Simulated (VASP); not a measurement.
Runs of VASP 6.6.1 on BaScO2F. The structure is that of space group P4/mmm (No. 123), or close to it. The cells are those of the table. 

| cell | gap on the mesh (eV) | pressure (GPa) |
| --- | --- | --- |
| a = 4.207, b = 4.207, c = 4.127 Å, 5 atoms | (c) | -6.7 |
| a = 4.207, b = 4.207, c = 4.169 Å, 5 atoms | 2.92 | -7.8 |
| a = 4.207, b = 4.207, c = 4.254 Å, 5 atoms | 2.83 | (b) |
| a = 4.207, b = 4.207, c = 4.296 Å, 5 atoms | 2.79 | -10.4 |
| a = 4.207, b = 4.207, c = 4.043 Å, 5 atoms | 3.06 | -4.3 |
| a = 4.207, b = 4.207, c = 4.359 Å, 5 atoms | 2.73 | (a) |
| a = 4.207, b = 4.207, c = 4.380 Å, 5 atoms | 2.71 | -11.8 |
| a = 4.207, b = 4.207, c = 4.338 Å, 5 atoms | 2.75 | -11.1 |
| a = 4.207, b = 4.207, c = 4.085 Å, 5 atoms | 3.01 | -5.5 |

Alike in all rows: task single point; level LDA; potentials or basis VASP PAW LDA potentials, release 64 (Ba_sv, Sc_sv, O_h, F_h); no spin polarisation; k mesh 6 × 6 × 6; cutoff (eV) 910; smearing gaussian 0.05 eV.

**Question.** Estimate the missing entries.

**Answer.** (a) -11.5; (b) -9.6; (c) 2.96.

Caveats: the cutoff is under 1.25 times the usual one of these potentials, so pressure, stress and relaxed cells hold a basis-set (Pulay) error; the cell stands under tension; spin-orbit coupling is left out, which moves the levels of the heavy elements.

A k mesh can miss the band edges, and the runs leave out spin-orbit coupling on Ba.
